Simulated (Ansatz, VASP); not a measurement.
# Two plane-wave programs on Cd3HgTe4

INCAR

```
SYSTEM = Cd3HgTe4
PREC = Accurate
ENCUT = 520
EDIFF = 1E-6
ISMEAR = 0
SIGMA = 0.01
LREAL = .FALSE.
LASPH = .TRUE.
NELM = 80
ALGO = Normal
ISIF = 2
LWAVE = .FALSE.
LCHARG = .FALSE.
GGA = PE
NBANDS = 46
```

File KPOINTS:

```
regular mesh
0
G
  4 4 4
  0 0 0
```

POSCAR

```
Cd3HgTe4
1.0
    6.5608677449      0.0000000000      0.0000000000
    0.0000000000      6.5608677449      0.0000000000
    0.0000000000      0.0000000000      6.5608677449
Cd Te Hg
3 4 1
Direct
    0.5000000000      0.0000000000      0.0000000000
    0.0000000000      0.5000000000      0.0000000000
    0.0000000000      0.0000000000      0.5000000000
    0.7509754704      0.2490245296      0.2490245296
    0.2490245296      0.7509754704      0.2490245296
    0.2490245296      0.2490245296      0.7509754704
    0.7509754704      0.7509754704      0.7509754704
    0.5000000000      0.5000000000      0.5000000000
```

Input for Ansatz:

```yaml
crystal:
  lattice:
    - [6.5608677449, 0.0, 0.0]
    - [0.0, 6.5608677449, 0.0]
    - [0.0, 0.0, 6.5608677449]
  atoms:
    - { symbol: Cd, position: [0.5, 0.0, 0.0] }
    - { symbol: Te, position: [0.7509754704, 0.2490245296, 0.2490245296] }
    - { symbol: Cd, position: [0.0, 0.5, 0.0] }
    - { symbol: Te, position: [0.2490245296, 0.7509754704, 0.2490245296] }
    - { symbol: Cd, position: [0.0, 0.0, 0.5] }
    - { symbol: Te, position: [0.2490245296, 0.2490245296, 0.7509754704] }
    - { symbol: Hg, position: [0.5, 0.5, 0.5] }
    - { symbol: Te, position: [0.7509754704, 0.7509754704, 0.7509754704] }
kpoints:
  mp_grid: { grid: [4, 4, 4] }
hamiltonian:
  xc: pbe
scf:
  occupations: { method: fixed }
  n_extra_bands: 6
output:
  forces: true
  stress: true
  eigenvalues: true
```

Alike in both runs: task single point; functional PBE; k mesh 4 × 4 × 4; no spin polarisation.

```csv
,VASP,Ansatz
version,VASP 6.6.1,Ansatz 0.2.0
potentials or method,"VASP PAW PBE potentials, release 64 (Cd, Te, Hg)","plane waves, PAW"
plane-wave cutoff (eV),520,420
occupations,"gaussian, width 0.01 eV",fixed
valence electrons in the cell,72,144
```

|  | VASP | Ansatz | Ansatz less VASP |
| --- | --- | --- | --- |
| gap on the k mesh at the Fermi level (eV) | 0.26 | 0.26 | +0.004 |
| pressure (GPa) | 1.2 | 1.1 | -0.10 |

VASP's potentials hold 72 valence electrons a cell and Ansatz's 144, so a difference there can come from the potentials and not from the codes.

Spin-orbit coupling is off throughout.
